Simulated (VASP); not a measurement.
# Ta (Im-3m) in VASP: a series of runs

The runs below take Ta through single point, with PBEsol.

Program: VASP 6.6.1. These are calculated values, not measurements. Logs are shortened: lines on timing, memory, paths and dates and some standing lists are left out, and cuts for length are marked.

## (1) The cell of the first run

Symmetry: Im-3m, No. 229, cubic system. Conventional cell: a = 3.212 Å, b = 3.212 Å, c = 3.212 Å, α = 90.00°, β = 90.00°, γ = 90.00°. Within 3.7 Å of Ta (site symmetry m-3m) lie 14 Ta at 2.78 to 3.21 Å.

## (2) Single point, PBEsol

INCAR

```
SYSTEM = Ta
  ALGO = Normal
  EDIFF = 1E-6
  ENCUT = 520
  GGA = PS
  ISIF = 2
  ISMEAR = 1
  LASPH = .TRUE.
  LCHARG = .FALSE.
  LREAL = .FALSE.
  LWAVE = .FALSE.
  NBANDS = 12
  NELM = 100
  PREC = Accurate
  SIGMA = 0.3
```

KPOINTS

```
k-points
0
G
  10 10 10
  0 0 0
```

POSCAR

```
Ta
1.0
   -1.6060164770      1.6060164770      1.6060164770
    1.6060164770     -1.6060164770      1.6060164770
    1.6060164770      1.6060164770     -1.6060164770
Ta
1
Direct
    0.0000000000      0.0000000000      0.0000000000
```

Potentials or basis: VASP PAW PBE potentials, release 64 (Ta_pv).

The run is started by

```console
cat potpaw_PBE.64/Ta_pv/POTCAR > POTCAR
mpirun -np 1 vasp_std > vasp.out
```

OUTCAR:

```text
SYSTEM = Ta
   EDIFF = 1E-6
   ENCUT = 520
   GGA = PS
   ISIF = 2
   ISMEAR = 1
   LASPH = .TRUE.
   LREAL = .FALSE.
   NELM = 100
   PREC = Accurate

 ion  position               nearest neighbor table
   1  0.000  0.000  0.000-

  LATTYP: Found a body centered cubic cell.
 ALAT       =     3.2120329540

  Lattice vectors:

 A1 = (  -1.6060164770,   1.6060164770,   1.6060164770)
 A2 = (   1.6060164770,  -1.6060164770,   1.6060164770)
 A3 = (   1.6060164770,   1.6060164770,  -1.6060164770)

Analysis of symmetry for initial positions (statically):
=====================================================================
 Subroutine PRICEL returns:
 Original cell was already a primitive cell.

 Routine SETGRP: Setting up the symmetry group for a
 body centered cubic supercell.

 Subroutine GETGRP returns: Found 48 space group operations
 (whereof 48 operations were pure point group operations)
 out of a pool of 48 trial point group operations.

The static configuration has the point symmetry O_h .

Analysis of symmetry for dynamics (positions and initial velocities):
=====================================================================
 Subroutine PRICEL returns:
 Original cell was already a primitive cell.

 Routine SETGRP: Setting up the symmetry group for a
 body centered cubic supercell.

 Subroutine GETGRP returns: Found 48 space group operations
 (whereof 48 operations were pure point group operations)
 out of a pool of 48 trial point group operations.

The dynamic configuration has the point symmetry O_h .

 Subroutine INISYM returns: Found 48 space group operations
 (whereof 48 operations are pure point group operations),
 and found     1 'primitive' translations

----------------------------------------------------------------------------------------

                                     Primitive cell

  volume of cell :      16.5695

  direct lattice vectors                    reciprocal lattice vectors
    -1.606016477  1.606016477  1.606016477     0.000000000  0.311329309  0.311329309
     1.606016477 -1.606016477  1.606016477     0.311329309  0.000000000  0.311329309
     1.606016477  1.606016477 -1.606016477     0.311329309  0.311329309  0.000000000

  length of vectors
     2.781702136  2.781702136  2.781702136     0.440286131  0.440286131  0.440286131

  position of ions in fractional coordinates (direct lattice)
     0.000000000  0.000000000  0.000000000

  ion indices of the primitive-cell ions
   primitive index   ion index
                 1           1

----------------------------------------------------------------------------------------

 KPOINTS: k-points

Automatic generation of k-mesh.
 Grid dimensions read from file:
 generate k-points for:   10   10   10

 Generating k-lattice:

  Cartesian coordinates                     Fractional coordinates (reciprocal lattice)
     0.000000000  0.031132931  0.031132931     0.100000000  0.000000000  0.000000000
     0.031132931  0.000000000  0.031132931     0.000000000  0.100000000  0.000000000
     0.031132931  0.031132931  0.000000000     0.000000000  0.000000000  0.100000000

  Length of vectors
     0.044028613  0.044028613  0.044028613

  Shift w.r.t. Gamma in fractional coordinates (k-lattice)
     0.000000000  0.000000000  0.000000000

 Subroutine IBZKPT returns following result:
 ===========================================

 Found     47 irreducible k-points:

 Following reciprocal coordinates:
            Coordinates               Weight
  0.000000  0.000000  0.000000      1.000000
  0.100000  0.000000  0.000000     12.000000
  0.200000  0.000000  0.000000     12.000000
  0.300000  0.000000  0.000000     12.000000
  0.400000  0.000000  0.000000     12.000000
  0.500000  0.000000  0.000000      6.000000
[... 16 lines left out ...]
  0.300000  0.300000  0.100000      8.000000
 -0.300000  0.300000  0.100000     24.000000
 [... further k-points ...]
   k-points           NKPTS =     47   k-points in BZ     NKDIM =     47   number of bands    NBANDS=     12
   number of dos      NEDOS =    301   number of ions     NIONS =      1
   total plane-waves  NPLWV =  13824
   dimension x,y,z NGX =    24 NGY =   24 NGZ =   24
   dimension x,y,z NGXF=    48 NGYF=   48 NGZF=   48
   ions per type =               1
   NGX,Y,Z   is equivalent  to a cutoff of  14.34, 14.34, 14.34 a.u.
   NGXF,Y,Z  is equivalent  to a cutoff of  28.69, 28.69, 28.69 a.u.
 SYSTEM =  Ta
   PREC   = accura    normal or accurate (medium, high low for compatibility)
   ISTART =      0    job   : 0-new  1-cont  2-samecut
   ICHARG =      2    charge: 1-file 2-atom 10-const
   ISPIN  =      1    spin polarized calculation?
   LNONCOLLINEAR =      F non collinear calculations
   LSORBIT =      F    spin-orbit coupling
   LASPH  =      T    aspherical Exc in radial PAW
   ENCUT  =  520.0 eV  38.22 Ry    6.18 a.u.   5.17  5.17  5.17*2*pi/ulx,y,z
   NELM   =    100;   NELMIN=  2; NELMDL= -5     # of ELM steps
   EDIFF  = 0.1E-05   stopping-criterion for ELM
   LREAL  =      F    real-space projection
   EDIFFG = 0.1E-04   stopping-criterion for IOM
   NSW    =      0    number of steps for IOM
   IBRION =     -1    ionic relax: 0-MD 1-quasi-New 2-CG
   NFREE  =      0    steps in history (QN), initial steepest desc. (CG)
   ISIF   =      2    stress and relaxation
   ISYM   =      2    0-nonsym 1-usesym 2-fastsym
   POTIM  = 0.5000    time-step for ionic-motion
   TEBEG  =    0.0;   TEEND  =   0.0 temperature during run
   PSTRESS=    0.0 pullay stress
   NELECT =      11.0000    total number of electrons
   NUPDOWN=      -1.0000    fix difference up-down
   EMIN   =  10.00;   EMAX   =-10.00  energy-range for DOS
   EFERMI =   0.00;   METHOD = LEGACY
   ISMEAR =     1;   SIGMA  =   0.30  broadening in eV -4-tet -1-fermi 0-gaus
   EFERMI_NEDOS =   21; number of points for ismear=-14 and -15
   IALGO  =     38    algorithm
   IMIX   =      4    mixing-type and parameters
     AMIX     =   0.40;   BMIX     =  1.00
     AMIX_MAG =   1.60;   BMIX_MAG =  1.00
  volume/ion in A,a.u.               =      16.57       111.82
  Fermi-wavevector in a.u.,A,eV,Ry     =   1.428134  2.698783 27.750004  2.039568
  Thomas-Fermi vector in A             =   2.548229
   LORBIT       =      0    0 simple, 1 ext, 2 COOP (PROOUT), +10 PAW based schemes
   GGA     = PS    functional components
   LHFCALC =     F    Hartree Fock is set to
   AEXX    =    0.0000 exact exchange contribution
   IVDW    =     0    specifies the selected vdW correction
   LEPSILON=     F    determine dielectric tensor
   LRPA    =     F    only Hartree local field effects (RPA)
 non-spin polarized calculation
 Methfessel and Paxton  Order N= 1 SIGMA  =   0.30
  energy-cutoff  :      520.00
  volume of cell :       16.57
 maximum number of plane-waves:       466
 NGX is ok and might be reduce to    24
   NGX = 11   NGY = 11   NGZ = 11

 number of electron      10.9999999 magnetization

 Free energy of the ion-electron system (eV)
  ---------------------------------------------------
  ext. energy  EPLUGINS =         0.00000000
  ---------------------------------------------------
  free energy    TOTEN  =       -12.47804368 eV

  energy without entropy =      -12.47143760  energy(sigma->0) =      -12.47584165

 E-fermi :   6.0031     XC(G=0): -13.1652

 val. band max:        5.9971074174   @ k =   0.1000   0.1000   0.0000
 cond. band min:       6.0446721760   @ k =  -0.2000   0.2000   0.2000
 fundamental gap:      0.0475647586
 Fermi energy:         6.0030711139

 k-point     1 :       0.0000    0.0000    0.0000
  band No.  band energies     occupation
      1     -26.6934      2.00000
      2     -26.6934      2.00000
      3     -26.6934      2.00000
      4      -2.2265      2.00000
      5       6.7126     -0.00414
      6       6.7126     -0.00414
      7       6.7126     -0.00414
      8      10.2929     -0.00000
      9      10.2929     -0.00000
     10      21.4538      0.00000
     11      21.4538      0.00000
     12      21.4538      0.00000

 k-point     2 :       0.1000    0.0000    0.0000
  band No.  band energies     occupation
      1     -26.8562      2.00000
      2     -26.7423      2.00000
      3     -26.6946      2.00000
      4      -1.7370      2.00000
      5       6.3974     -0.06873
      6       6.6000     -0.01652
      7       7.2004     -0.00000
      8       9.8337     -0.00000
      9      10.2951     -0.00000
     10      20.9366      0.00000
     11      21.8854      0.00000
     12      22.3005      0.00000

 k-point     3 :       0.2000    0.0000    0.0000
  band No.  band energies     occupation
      1     -27.2650      2.00000
      2     -26.8683      2.00000
      3     -26.6979      2.00000
      4      -0.4760      2.00000
      5       5.6706      2.06605
      6       6.1006      0.48089
      7       8.6135     -0.00000
      8       9.5204     -0.00000
      9      10.3819     -0.00000
     10      20.9342      0.00000
     11      22.3580      0.00000
     12      24.6013      0.00000

 k-point     4 :       0.3000    0.0000    0.0000
  band No.  band energies     occupation
      1     -27.7398      2.00000
      2     -27.0202      2.00000
      3     -26.7022      2.00000
      4       0.8212      2.00000
      5       4.9111      2.00000
      6       5.8866      1.60538
      7       9.9133     -0.00000
      8      10.6710     -0.00000
      9      10.7815     -0.00000
     10      20.9211      0.00000
     11      20.9979      0.00000
     12      22.8143      0.00000

 k-point     5 :       0.4000    0.0000    0.0000
  band No.  band energies     occupation
      1     -28.1028      2.00000
      2     -27.1402      2.00000
      3     -26.7058      2.00000
      4       1.2449      2.00000
      5       4.3752      2.00000
      6       7.0029     -0.00003
      7      10.3097     -0.00000
      8      11.1136     -0.00000
      9      13.2661      0.00000
     10      19.1601      0.00000
     11      20.1730      0.00000
     12      21.0026      0.00000
[... 228 lines left out ...]
      1     -27.9292      2.00000
      2     -27.3975      2.00000
      3     -26.9859      2.00000
      4       3.2031      2.00000
      5       4.3153      2.00000
      6       5.7458      2.00669
      7      10.9185     -0.00000
      8      11.4286     -0.00000
      9      16.1934      0.00000
     10      17.2081      0.00000
     11      20.6073      0.00000
     12      20.9525      0.00000

 k-point    22 :      -0.2000    0.2000    0.1000
  band No.  band energies     occupation
      1     -27.2683      2.00000
      2     -26.9202      2.00000
      3     -26.8203      2.00000
      4      -0.0355      2.00000
      5       6.0876      0.54321
      6       6.1942      0.12817
      7       8.1067     -0.00000
      8       8.4379     -0.00000
      9      11.2327     -0.00000
     10      20.9321      0.00000
     11      23.0519      0.00000
     12      24.6060      0.00000

 k-point    23 :       0.3000    0.3000    0.1000
  band No.  band energies     occupation
      1     -27.6859      2.00000
      2     -27.6859      2.00000
      3     -27.0334      2.00000
      4       3.5047      2.00000
      5       5.0990      2.00017
      6       5.0990      2.00017
      7      11.3018     -0.00000
      8      11.3018     -0.00000
      9      14.9172      0.00000
     10      19.2267      0.00000
     11      19.2267      0.00000
     12      20.9497      0.00000

 k-point    24 :      -0.3000    0.3000    0.1000
  band No.  band energies     occupation
      1     -27.7180      2.00000
      2     -27.0747      2.00000
      3     -26.8190      2.00000
      4       1.2586      2.00000
      5       5.3773      2.01200
      6       5.5605      2.05748
      7       8.7302     -0.00000
      8      10.6058     -0.00000
      9      11.4397     -0.00000
     10      20.7576      0.00000
     11      21.0156      0.00000
     12      23.9622      0.00000

 [... further k-points ...]
[... 5 lines left out ...]
  --------------------------------------------------------------------------------------
  -------------------------------------------------------------------------------------
  Total        1.8028220      1.8028220      1.8028220      0.0000000      0.0000000     -0.0000000
  in kB      174.3224975    174.3224975    174.3224975      0.0000000      0.0000000     -0.0000000
  external PRESSURE =     174.3224975 kB  Pullay stress =       0.0000000 kB

 VOLUME and BASIS-vectors are now :
 -----------------------------------------------------------------------------
  energy-cutoff  :      520.00
  volume of cell :       16.57
      direct lattice vectors                 reciprocal lattice vectors
    -1.606016477  1.606016477  1.606016477     0.000000000  0.311329309  0.311329309
     1.606016477 -1.606016477  1.606016477     0.311329309  0.000000000  0.311329309
     1.606016477  1.606016477 -1.606016477     0.311329309  0.311329309  0.000000000

 POSITION                                       TOTAL-FORCE (eV/Angst)
 -----------------------------------------------------------------------------------
      0.00000      0.00000      0.00000         0.000000     -0.000000      0.000000
 -----------------------------------------------------------------------------------
    total drift:                               -0.000000      0.000000      0.000000

  FREE ENERGIE OF THE ION-ELECTRON SYSTEM (eV)
  ---------------------------------------------------
  free  energy   TOTEN  =       -12.4780436816 eV

  energy  without entropy=      -12.4714376007  energy(sigma->0) =      -12.47584165
```

It took 6.8 s on 1 thread of Intel Xeon Platinum 8124M at 3.00GHz (Skylake/Cascade Lake), shared host; peak memory 0.14 GiB.

Results:

```yaml
Free_energy: -12.4780 eV
Pressure: 17.4 GPa
```

Levels at points of the mesh, in eV from the Fermi level:
```
           k point  band 3  band 4  band 5  band 6  band 7  band 8
(0.00, 0.00, 0.00)  -32.70   -8.23    0.71    0.71    0.71    4.29
(0.50, 0.00, 0.00)  -32.71   -4.77   -1.82    2.05    4.23    5.36
(0.50, 0.50, 0.50)  -33.76   -4.33   -4.33    7.55    7.55    7.55
```

Caveat: the PAW data sets were made with another functional, which shifts forces and pressure a little; spin-orbit coupling is left out, which moves the levels of the heavy elements.

## (3) Single point, PBEsol

This run uses another cell than the first one, of 17.29 Å³/atom, 1.043 times its volume.

INCAR

```
  ALGO = Normal
  EDIFF = 1E-7
  ENCUT = 520
  GGA = PS
  ISIF = 2
  ISMEAR = 1
  LASPH = True
  LCHARG = False
  LREAL = False
  LWAVE = False
  NBANDS = 12
  NELM = 80
  PREC = Accurate
  SIGMA = 0.3
```

KPOINTS

```
k-points
0
Gamma
  10 10 10
```

POSCAR

```
Ta
1.0
   -1.6289626696      1.6289626696      1.6289626696
    1.6289626696     -1.6289626696      1.6289626696
    1.6289626696      1.6289626696     -1.6289626696
Ta
1
Direct
    0.0000000000      0.0000000000      0.0000000000
```

Potentials or basis: VASP PAW PBE potentials, release 64 (Ta_pv).

The run is started by

```console
cat potpaw_PBE.64/Ta_pv/POTCAR > POTCAR
mpirun -np 1 vasp_std > vasp.out
```

OUTCAR:

```text
EDIFF = 1E-7
   ENCUT = 520
   GGA = PS
   ISIF = 2
   ISMEAR = 1
   LASPH = True
   LREAL = False
   NELM = 80
   PREC = Accurate

 ion  position               nearest neighbor table
   1  0.000  0.000  0.000-

  LATTYP: Found a body centered cubic cell.
 ALAT       =     3.2579253392

  Lattice vectors:

 A1 = (  -1.6289626696,   1.6289626696,   1.6289626696)
 A2 = (   1.6289626696,  -1.6289626696,   1.6289626696)
 A3 = (   1.6289626696,   1.6289626696,  -1.6289626696)

[... 528 lines left out ...]
      2     -27.5653      2.00000
      3     -27.3393      2.00000
      4       0.9621      2.00000
      5       5.0954      2.02771
      6       5.2347      2.06683
      7       8.2837     -0.00000
      8      10.0428     -0.00000
      9      10.8287     -0.00000
     10      20.0429      0.00000
     11      20.4594      0.00000
     12      22.9564      0.00000

 [... further k-points ...]
[... 5 lines left out ...]
  --------------------------------------------------------------------------------------
  -------------------------------------------------------------------------------------
  Total        0.7200805      0.7200805      0.7200805     -0.0000000      0.0000000     -0.0000000
  in kB       66.7264842     66.7264842     66.7264842     -0.0000000      0.0000000     -0.0000000
  external PRESSURE =      66.7264842 kB  Pullay stress =       0.0000000 kB

 VOLUME and BASIS-vectors are now :
 -----------------------------------------------------------------------------
  energy-cutoff  :      520.00
  volume of cell :       17.29
      direct lattice vectors                 reciprocal lattice vectors
    -1.628962670  1.628962670  1.628962670     0.000000000  0.306943805  0.306943805
     1.628962670 -1.628962670  1.628962670     0.306943805  0.000000000  0.306943805
     1.628962670  1.628962670 -1.628962670     0.306943805  0.306943805  0.000000000

 POSITION                                       TOTAL-FORCE (eV/Angst)
 -----------------------------------------------------------------------------------
      0.00000      0.00000      0.00000        -0.000000      0.000000     -0.000000
 -----------------------------------------------------------------------------------
    total drift:                                0.000000      0.000000     -0.000000

  FREE ENERGIE OF THE ION-ELECTRON SYSTEM (eV)
  ---------------------------------------------------
  free  energy   TOTEN  =       -12.5317970432 eV

  energy  without entropy=      -12.5303939423  energy(sigma->0) =      -12.53132934
```

OSZICAR:

```text
N       E                     dE             d eps       ncg     rms          rms(c)
DAV:   1     0.593147550986E+02    0.59315E+02   -0.61172E+03  1136   0.882E+02
DAV:   2    -0.120716820952E+02   -0.71386E+02   -0.69545E+02  1252   0.248E+02
DAV:   3    -0.130277942621E+02   -0.95611E+00   -0.94659E+00  1376   0.268E+01
DAV:   4    -0.130299928721E+02   -0.21986E-02   -0.21985E-02  1212   0.142E+00
DAV:   5    -0.130299991548E+02   -0.62827E-05   -0.62826E-05  1368   0.725E-02    0.148E+01
DAV:   6    -0.126530408203E+02    0.37696E+00   -0.28672E-01  1320   0.572E+00    0.725E+00
DAV:   7    -0.125332214408E+02    0.11982E+00   -0.25851E-01  1300   0.508E+00    0.365E-01
DAV:   8    -0.125318170439E+02    0.14044E-02   -0.93096E-03  1196   0.755E-01    0.134E-01
DAV:   9    -0.125318004755E+02    0.16568E-04   -0.58815E-05  1336   0.837E-02    0.248E-02
DAV:  10    -0.125317970539E+02    0.34217E-05   -0.26519E-06  1180   0.176E-02    0.258E-03
DAV:  11    -0.125317970432E+02    0.10622E-07   -0.11176E-07   900   0.384E-03
   1 F= -.12531797E+02 E0= -.12531329E+02  d E =-.140310E-02
```

stdout:

```text
POSCAR found type information on POSCAR Ta
 POSCAR found :  1 types and       1 ions
 scaLAPACK will be used
 -----------------------------------------------------------------------------
|                                                                             |
|                                                                             |
|     You enforced a specific xc type in the INCAR file but a different       |
|     I HOPE YOU KNOW WHAT YOU ARE DOING!                                     |
|                                                                             |
 -----------------------------------------------------------------------------

 LDA part: xc-table for (Slater+PW92), standard interpolation
 POSCAR, INCAR and KPOINTS ok, starting setup
 FFT: planning ... GRIDC
 FFT: planning ... GRID_SOFT
 FFT: planning ... GRID
 WAVECAR not read
 entering main loop
```

It took 6.7 s on 1 thread of Intel Xeon Platinum 8124M at 3.00GHz (Skylake/Cascade Lake), shared host; peak memory 0.14 GiB.

What came out:

```yaml
Free_energy: -12.5318 eV
Pressure: 6.7 GPa
```

Caveat: the PAW data sets were made with another functional, which shifts forces and pressure a little; spin-orbit coupling is left out, which moves the levels of the heavy elements.
